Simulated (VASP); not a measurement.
## I: single point with LDA

Crystal: I.

```
I
1.0
     3.65911   -2.41088    0.00000
     3.65911    2.41088    0.00000
     0.00000    0.00000    9.85830
I
4
Direct
  0.64930 0.35070 0.38440
  0.14930 0.85070 0.11560
  0.35070 0.64930 0.61560
  0.85070 0.14930 0.88440
```

| Item | Value |
| --- | --- |
| Program | VASP 6.6.1 |
| Task | single point |
| Functional | LDA |
| Potentials or basis | VASP PAW LDA potentials, release 64 (I) |
| Cutoff | 520 eV |
| k mesh | 7 × 7 × 3 |
| Occupations | fermi-dirac, width 0.05 eV |
| Spin | no spin polarisation |
| Dipole correction | no |
| Further INCAR settings | ALGO = Normal; EDIFF = 1e-06; NBANDS = 22 |

| Property | Result |
| --- | --- |
| Pressure | -1.3 GPa |
| Largest force | 0.562 eV/Å |
| Band gap on the k mesh | 1.19 eV (least direct gap 1.26 eV) |

Forces in eV/Å, atoms in the order of the input:
```
I    0.000 -0.208 -0.522
I    0.000 -0.208  0.522
I    0.000  0.208  0.522
I    0.000  0.208 -0.522
```

Stress tensor (GPa, compression positive):
```
-0.85  0.00  0.00
 0.00 -1.84  0.00
 0.00  0.00 -1.34
```

Levels at points of the mesh, in eV from the valence-band top:
```csv
k point,band 10,band 11,band 12,band 13,band 14,band 15,band 16,band 17,band 18,band 19
"(0.00, 0.00, 0.00)",-1.12,-1.10,-0.54,-0.06,0.00,1.26,2.10,4.98,5.14,5.26
```

Wall time 86 s on 1 thread of Intel(R) Xeon(R) 6975P-C (Granite Rapids), on a shared host, peak memory 0.28 GiB.

Caveat: spin-orbit coupling is left out, which moves the levels of the heavy elements; an odd mesh through Γ misses points on the zone boundary, where band edges can lie. LDA gaps usually lie below the measured ones, often by a third to a half.
